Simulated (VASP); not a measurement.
# GaN: electric field gradients with PBEsol

GaN:

```
Ga N
1.0
     0.00000    1.99250    1.95265
     1.99250    0.00000    1.95265
     1.99250    1.99250    0.00000
Ga N
1 1
Direct
  0.50000 0.50000 0.50000
  0.00000 0.00000 0.00000
```

This cell differs from its parent crystal: zz strain of -2 %.

| Property | Result |
| --- | --- |
| Program | VASP 6.6.1 |
| Task | electric field gradients |
| Functional | PBEsol |
| Potentials or basis | VASP PAW PBE potentials, release 64 (Ga_d, N) |
| Cutoff | 520 eV |
| k mesh | 10 × 10 × 10 |
| Occupations | fermi-dirac, width 0.02 eV |
| Spin | no spin polarisation |
| Dipole correction | no |
| Further INCAR settings | ALGO = Normal; EDIFF = 1e-08; NBANDS = 16 |

```yaml
Pressure: 69.7 GPa
Band_gap_on_the_k_mesh: 1.66 eV, indirect (least direct gap 5.47 eV)
```

Stress tensor (GPa, compression positive):
```
65.97  0.00  0.00
 0.00 65.97  0.00
 0.00  0.00 77.19
```

Levels at points of the mesh, in eV from the valence-band top:
| k point | band 6 | band 7 | band 8 | band 9 | band 10 | band 11 | band 12 | band 13 |
| --- | --- | --- | --- | --- | --- | --- | --- | --- |
| (0.00, 0.00, 0.00) | -13.81 | -0.95 | -0.76 | -0.76 | 4.71 | 15.76 | 15.76 | 15.91 |
| (0.50, 0.00, 0.00) | -13.59 | -9.33 | -0.23 | -0.08 | 5.42 | 9.87 | 10.40 | 12.18 |
| (0.50, 0.50, 0.00) | -10.24 | -8.86 | -4.04 | -4.04 | 1.66 | 7.71 | 14.05 | 16.99 |
| (0.50, 0.00, 0.50) | -10.48 | -8.94 | -4.03 | -3.73 | 1.94 | 8.00 | 13.82 | 16.84 |

Electric field gradients, principal values (V/Å²):
| atom | least | middle | greatest (by size) |
| --- | --- | --- | --- |
| 1 Ga | 10.825 | 10.826 | -21.650 |
| 2 N | -0.218 | -0.218 | 0.435 |

It took 50 s on 1 thread of Intel Xeon 8259CL, with other jobs on the host, peak memory 0.15 GiB.

Caveat: the cell differs from its parent crystal (zz strain of -2 %); without QUAD_EFG the Cq values of the log hold for a quadrupole moment of 1 mb, not for the nuclei; the PAW data sets were made with another functional, which shifts forces and pressure a little. A k mesh can miss the band edges.
